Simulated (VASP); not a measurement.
# LaTiO3 (Pm-3m) in VASP: further runs, part 3 of 3

VASP 6.6.1.

## 5. Single point, LDA+U, collinear spin

INCAR

```
SYSTEM = LaTiO3
PREC = Accurate
ENCUT = 600
EDIFF = 1E-6
ISMEAR = 0
SIGMA = 0.05
LREAL = .FALSE.
LASPH = .TRUE.
NELM = 200
ALGO = Normal
ISIF = 2
LWAVE = .FALSE.
LCHARG = .FALSE.
ISPIN = 2
MAGMOM = 0 0.25 0 0 0
LORBIT = 11
NUPDOWN = 0.25
LMAXMIX = 6
LDAU = .TRUE.
LDAUTYPE = 2
LDAUL = -1 2 -1
LDAUU = 0 5 0
LDAUJ = 0 0 0
LDAUPRINT = 1
NBANDS = 32
GGA_COMPAT = .FALSE.
```

KPOINTS

```
Automatic mesh
0
G
  5 5 5
  0 0 0
```

POSCAR

```
LaTiO3
1.0
    3.9200046000      0.0000000000      0.0000000000
    0.0000000000      3.9200046000      0.0000000000
    0.0000000000      0.0000000000      3.9200046000
La Ti O
1 1 3
Direct
    0.0000000000      0.0000000000      0.0000000000
    0.5000000000      0.5000000000      0.5000000000
    0.0000000000      0.5000000000      0.5000000000
    0.5000000000      0.5000000000      0.0000000000
    0.5000000000      0.0000000000      0.5000000000
```

Potentials or basis: VASP PAW LDA potentials, release 64 (La, Ti_sv, O).

The run is started by

```bash
$ cat potpaw_LDA.64/La/POTCAR potpaw_LDA.64/Ti_sv/POTCAR potpaw_LDA.64/O/POTCAR > POTCAR
$ mpirun -np 1 vasp_std > vasp.out
```

OUTCAR:

```text
SYSTEM = LaTiO3
   PREC = Accurate
   ENCUT = 600
   EDIFF = 1E-6
   ISMEAR = 0
   LREAL = .FALSE.
   LASPH = .TRUE.
   NELM = 200
   ISIF = 2
   ISPIN = 2
   LORBIT = 11
   NUPDOWN = 0.25

 ion  position               nearest neighbor table
   1  0.000  0.000  0.000-   3 2.77   4 2.77   5 2.77   3 2.77   5 2.77   3 2.77   4 2.77   3 2.77
                             4 2.77   5 2.77   5 2.77   4 2.77
   2  0.500  0.500  0.500-   3 1.96   4 1.96   5 1.96   4 1.96   5 1.96   3 1.96
   3  0.000  0.500  0.500-   2 1.96   2 1.96   1 2.77   1 2.77   1 2.77   1 2.77
   4  0.500  0.500  0.000-   2 1.96   2 1.96   1 2.77   1 2.77   1 2.77   1 2.77
   5  0.500  0.000  0.500-   2 1.96   2 1.96   1 2.77   1 2.77   1 2.77   1 2.77

  LATTYP: Found a simple cubic cell.
 ALAT       =     3.9200046000

  Lattice vectors:

 A1 = (   3.9200046000,   0.0000000000,   0.0000000000)
 A2 = (   0.0000000000,   3.9200046000,   0.0000000000)
 A3 = (   0.0000000000,   0.0000000000,   3.9200046000)

Analysis of symmetry for initial positions (statically):
=====================================================================
 Subroutine PRICEL returns:
 Original cell was already a primitive cell.

 Routine SETGRP: Setting up the symmetry group for a
 simple cubic supercell.

 Subroutine GETGRP returns: Found 48 space group operations
 (whereof 48 operations were pure point group operations)
 out of a pool of 48 trial point group operations.

The static configuration has the point symmetry O_h .

Analysis of symmetry for dynamics (positions and initial velocities):
=====================================================================
 Subroutine PRICEL returns:
 Original cell was already a primitive cell.

 Routine SETGRP: Setting up the symmetry group for a
 simple cubic supercell.

 Subroutine GETGRP returns: Found 48 space group operations
 (whereof 48 operations were pure point group operations)
 out of a pool of 48 trial point group operations.

The dynamic configuration has the point symmetry O_h .

Analysis of structural, dynamic, and magnetic symmetry:
=====================================================================
 Subroutine PRICEL returns:
 Original cell was already a primitive cell.

 Routine SETGRP: Setting up the symmetry group for a
 simple cubic supercell.

 Subroutine GETGRP returns: Found 48 space group operations
 (whereof 48 operations were pure point group operations)
 out of a pool of 48 trial point group operations.

The overall configuration has the point symmetry O_h .

 Subroutine INISYM returns: Found 48 space group operations
 (whereof 48 operations are pure point group operations),
 and found     1 'primitive' translations

[... 143 lines left out ...]
 -0.0000  0.1244 -0.0000 -0.0000 -0.0000
  0.0000 -0.0000  0.2118 -0.0000 -0.0000
 -0.0000 -0.0000 -0.0000  0.1244  0.0000
 -0.0000 -0.0000 -0.0000  0.0000  0.2118

 occupancies and eigenvectors

  o =  0.1244  v =  0.0000  0.0000  0.0000  0.0000  0.0000  1.0000  0.0000  0.0000  0.0000  0.0000      0.0000  0.0000  0.0000  0.0000  0.0000  0.0000  0.0000  0.0000  0.0000  0.0000
  o =  0.1244  v =  0.0000  0.0000  0.0000  0.0000  0.0000  0.0000 -0.9711  0.0000  0.2385 -0.0000      0.0000  0.0000  0.0000  0.0000  0.0000  0.0000  0.0000  0.0000  0.0000  0.0000
  o =  0.1244  v =  0.0000  0.0000  0.0000  0.0000  0.0000  0.0000  0.2385 -0.0000  0.9711  0.0000      0.0000  0.0000  0.0000  0.0000  0.0000  0.0000  0.0000  0.0000  0.0000  0.0000
  o =  0.1976  v =  0.0000  0.9720  0.0000 -0.2349 -0.0000  0.0000  0.0000  0.0000  0.0000  0.0000      0.0000  0.0000  0.0000  0.0000  0.0000  0.0000  0.0000  0.0000  0.0000  0.0000
  o =  0.1976  v =  0.0000  0.2349 -0.0000  0.9720 -0.0000  0.0000  0.0000  0.0000  0.0000  0.0000      0.0000  0.0000  0.0000  0.0000  0.0000  0.0000  0.0000  0.0000  0.0000  0.0000
  o =  0.1976  v =  1.0000  0.0000  0.0000  0.0000  0.0000  0.0000  0.0000  0.0000  0.0000  0.0000      0.0000  0.0000  0.0000  0.0000  0.0000  0.0000  0.0000  0.0000  0.0000  0.0000
  o =  0.2118  v =  0.0000  0.0000  0.0000  0.0000  0.0000  0.0000 -0.0000  0.0431  0.0000  0.9991      0.0000  0.0000  0.0000  0.0000  0.0000  0.0000  0.0000  0.0000  0.0000  0.0000
  o =  0.2118  v =  0.0000  0.0000  0.0000  0.0000  0.0000  0.0000 -0.0000 -0.9991 -0.0000  0.0431      0.0000  0.0000  0.0000  0.0000  0.0000  0.0000  0.0000  0.0000  0.0000  0.0000
  o =  0.2152  v =  0.0000  0.0000  0.9960  0.0000  0.0890  0.0000  0.0000  0.0000  0.0000  0.0000      0.0000  0.0000  0.0000  0.0000  0.0000  0.0000  0.0000  0.0000  0.0000  0.0000
  o =  0.2152  v =  0.0000  0.0000 -0.0890  0.0000  0.9960  0.0000  0.0000  0.0000  0.0000  0.0000      0.0000  0.0000  0.0000  0.0000  0.0000  0.0000  0.0000  0.0000  0.0000  0.0000

 number of electron      40.9999976 magnetization       0.2500000

 Free energy of the ion-electron system (eV)
  ---------------------------------------------------
  ext. energy  EPLUGINS =         0.00000000
  ---------------------------------------------------
  free energy    TOTEN  =       -44.17132090 eV

  energy without entropy =      -44.16547071  energy(sigma->0) =      -44.16839581

 E-fermi :  11.0338     XC(G=0): -12.1693

 val. band max:       11.0276569711   @ k =   0.2000   0.0000   0.0000
 cond. band min:      10.8578974938   @ k =   0.2000   0.2000   0.0000
 fundamental gap:     -0.1697594773
 Fermi energy:        10.8294448729

 spin component 1

 k-point     1 :       0.0000    0.0000    0.0000
  band No.  band energies     occupation
      1     -48.1890      1.00000
      2     -24.8690      1.00000
      3     -24.8690      1.00000
      4     -24.8690      1.00000
      5     -22.9033      1.00000
      6      -9.8807      1.00000
[... 339 lines left out ...]
     31      13.2542      0.00000
     32      13.2543      0.00000
 Fermi energy:        11.0337790666

 spin component 2

 k-point     1 :       0.0000    0.0000    0.0000
  band No.  band energies     occupation
      1     -47.9794      1.00000
      2     -24.6651      1.00000
      3     -24.6651      1.00000
      4     -24.6651      1.00000
      5     -22.9010      1.00000
      6      -9.8751      1.00000
[... 339 lines left out ...]
     31      13.5325      0.00000
     32      13.5327      0.00000

------------------------ aborting loop because EDIFF is reached ----------------------------------------

  FORCE on cell =-STRESS in cart. coord.  units (eV):
  Direction    XX          YY          ZZ          XY          YZ          ZX
  --------------------------------------------------------------------------------------
  -------------------------------------------------------------------------------------
  Total       -0.4671935     -0.4671935     -0.4671935      0.0000000     -0.0000000      0.0000000
  in kB      -12.4264665    -12.4264665    -12.4264665      0.0000000     -0.0000000      0.0000000
  external PRESSURE =     -12.4264665 kB  Pullay stress =       0.0000000 kB

 VOLUME and BASIS-vectors are now :
 -----------------------------------------------------------------------------
  energy-cutoff  :      600.00
  volume of cell :       60.24
      direct lattice vectors                 reciprocal lattice vectors
     3.920004600  0.000000000  0.000000000     0.255101741  0.000000000  0.000000000
     0.000000000  3.920004600  0.000000000     0.000000000  0.255101741  0.000000000
     0.000000000  0.000000000  3.920004600     0.000000000  0.000000000  0.255101741

 POSITION                                       TOTAL-FORCE (eV/Angst)
 -----------------------------------------------------------------------------------
      0.00000      0.00000      0.00000         0.000000      0.000000      0.000000
      1.96000      1.96000      1.96000         0.000000      0.000000      0.000000
      0.00000      1.96000      1.96000         0.000000      0.000000      0.000000
      1.96000      1.96000      0.00000         0.000000      0.000000      0.000000
      1.96000      0.00000      1.96000         0.000000      0.000000      0.000000
 -----------------------------------------------------------------------------------
    total drift:                                0.000000     -0.000000     -0.000000

  FREE ENERGIE OF THE ION-ELECTRON SYSTEM (eV)
  ---------------------------------------------------
  free  energy   TOTEN  =       -44.1713208985 eV

  energy  without entropy=      -44.1654707126  energy(sigma->0) =      -44.16839581

 total charge

# of ion       s       p       d       f       tot
--------------------------------------------------
    1        2.008   5.662   0.542   0.271   8.484
    2        2.231   6.322   1.790   0.000  10.343
    3        1.548   3.486   0.000   0.000   5.035
    4        1.548   3.486   0.000   0.000   5.035
    5        1.548   3.486   0.000   0.000   5.035
--------------------------------------------------
tot          8.884  22.444   2.332   0.271  33.930

 magnetization (x)

# of ion       s       p       d       f       tot
--------------------------------------------------
    1        0.000  -0.000  -0.011   0.016   0.005
    2        0.001   0.002   0.225   0.000   0.228
    3       -0.001  -0.005   0.000   0.000  -0.005
    4       -0.001  -0.005   0.000   0.000  -0.005
    5       -0.001  -0.005   0.000   0.000  -0.005
--------------------------------------------------
tot         -0.001  -0.012   0.214   0.016   0.217
```

Wall time 38 s (1 thread of Intel Xeon Platinum 8488C (Sapphire Rapids), shared host); peak memory 0.19 GiB.

Results:

```
Free energy                                           : -44.1713 eV
Pressure                                              : -1.2 GPa
Net moment                                            : 0.25 μB per cell
Site moments                                          : La +0.01; Ti +0.23; O -0.01 μB
Valence electrons inside the program's atomic spheres : La 8.48; Ti 10.34; O 5.04
```

Eigenvalues of the final occupation matrices:
| site | spin | trace | eigenvalues |
| --- | --- | --- | --- |
| site 2 d | 1 | 1.02 | 0.20 0.20 0.20 0.22 0.22 |
| site 2 d | 2 | 0.80 | 0.12 0.12 0.12 0.21 0.21 |

Caveat: spin-orbit coupling is left out, which moves the levels of the heavy elements; the total moment is fixed, so each spin has its own Fermi level.

## 6. Summary

| spin | fixed moment (μB) | pressure (GPa) | moment (μB) |
| --- | --- | --- | --- |
| collinear | - | -0.9 | 0.73 |
| collinear, zero start | 0.0 | -1.3 | 0.00 |
| collinear | 0.25 | -1.2 | 0.25 |

Alike in all rows: task single point; level LDA+U; potentials or basis VASP PAW LDA potentials, release 64 (La, Ti_sv, O); Ti d U = 5.0 eV; cell as given; k mesh 5 × 5 × 5; cutoff (eV) 600; smearing gaussian 0.05 eV.

Caveats: spin-orbit coupling is left out, which moves the levels of the heavy elements; the total moment is fixed, so each spin has its own Fermi level (at least some runs).

Total energies depend on the potentials used, so only differences within one code and one set of settings carry meaning.
